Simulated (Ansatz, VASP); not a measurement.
# TiAl in VASP and in Ansatz

```xyz
2
Lattice="2.8243 0.0000 0.0000 -1.4121 2.4831 0.0000 0.0000 0.0000 4.6781" Properties=species:S:1:pos:R:3 pbc="T T T"
Ti    0.0000    0.0000    0.0000
Al    0.0000    1.6554    2.3390
```

Change from the starting cell: strain -0.0150 x Voigt [1, 0, 0, 0, 0, 0], atoms carried along.

Alike in both runs: task single point; functional PBEsol; k mesh 18 × 18 × 10; occupations gaussian, width 0.15 eV; no spin polarisation.

|  | VASP | Ansatz |
| --- | --- | --- |
| version | VASP 6.6.1 | Ansatz 0.2.0 |
| potentials or method | VASP PAW PBE potentials, release 64 (Ti_sv, Al), cutoff 520 eV | scalar-relativistic, plane waves, PAW |
| valence electrons in the cell | 15 | 15 |

|  | VASP | Ansatz | Ansatz less VASP |
| --- | --- | --- | --- |
| gap on the k mesh at the Fermi level (eV) | none | none | - |
| pressure (GPa) | -1.4 | -1.3 | +0.01 |
| traceless stress, the component that is largest in VASP (GPa) | -1.46 | -1.53 | -0.070 |
| rms of the force components (eV/Å) | 0.026 | 0.026 | 0.0000 |

VASP's potentials were made for PBE, not for PBEsol. Atom by atom the forces differ by 0.000 eV/Å (rms over components). A gap of «none» marks a metal or a gap that the smearing closes. With one functional, cell and mesh, what is left measures potentials, basis and numerics.
